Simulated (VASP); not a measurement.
Set up this calculation in VASP 6.6.1, as the native input.

* Task: relaxation of cell and atoms
* Functional: PBE
* Potentials or basis: VASP PAW PBE potentials, release 64 (Mg, B)
* Cutoff: 600 eV
* k mesh: 12 × 12 × 12
* Occupations: gaussian, width 0.1 eV
* Spin: no spin polarisation
* Dipole correction: no
* Further INCAR settings: ALGO = Normal; EDIFF = 1e-07; IBRION = 2; EDIFFG = -0.01; NSW = 100; ISIF = 3

The structure of MgB5 lies in POSCAR:

```
MgB5
1.0
    1.8591713300      1.0733930679      4.0982920581
   -1.8591713300      1.0733930679      4.0982920581
    0.0000000000     -2.1467861357      4.0982920581
Mg B
1 5
Direct
    0.2568082619      0.2568082619      0.2568082619
    0.9072437874      0.3963225671      0.9072437874
    0.3963225671      0.9072437874      0.9072437874
    0.9072437874      0.9072437874      0.3963225671
    0.4835131461      0.4835131461      0.4835131461
    0.6298713700      0.6298713700      0.6298713700
```

The cell was built from a structure type or drawn by symmetry, and may not be a known phase.

The input as run:

INCAR

```
SYSTEM = MgB5
PREC = Accurate ; ENCUT = 600
EDIFF = 1E-7 ; ISMEAR = 0
SIGMA = 0.1 ; LREAL = .FALSE.
LASPH = .TRUE. ; NELM = 100
ALGO = Normal ; ISIF = 3
LWAVE = .FALSE. ; LCHARG = .FALSE.
GGA = PE ; IBRION = 2
NSW = 100 ; EDIFFG = -0.01
```

KPOINTS

```
regular mesh
0
G
  12 12 12
  0 0 0
```

Potentials or basis: VASP PAW PBE potentials, release 64 (Mg, B).

Command:

```console
$ cat potpaw_PBE.64/Mg/POTCAR potpaw_PBE.64/B/POTCAR > POTCAR
$ mpirun -np 1 vasp_std > vasp.out
```

Results of the run:

```json
{
  "Relaxed volume": "8.16 Å³/atom",
  "Relaxed cell": "a = 4.634 Å, b = 4.634 Å, c = 4.634 Å, α = 47.17°, β = 47.17°, γ = 47.17°",
  "Space group after relaxing (to 0.1 Å)": "R3m (No. 160)",
  "Energy gained by relaxing": "0.2 meV/atom",
  "Ionic steps": "6",
  "Pressure after relaxing": "0.0 GPa",
  "Largest force after relaxing": "0.006 eV/Å",
  "Band gap on the k mesh": "zero (an odd number of electrons rules out a gap without spin polarisation)"
}
```

It took 5.6 min on 1 thread of Intel(R) Xeon(R) 6975P-C (Granite Rapids) (shared host), peak memory 0.34 GiB.
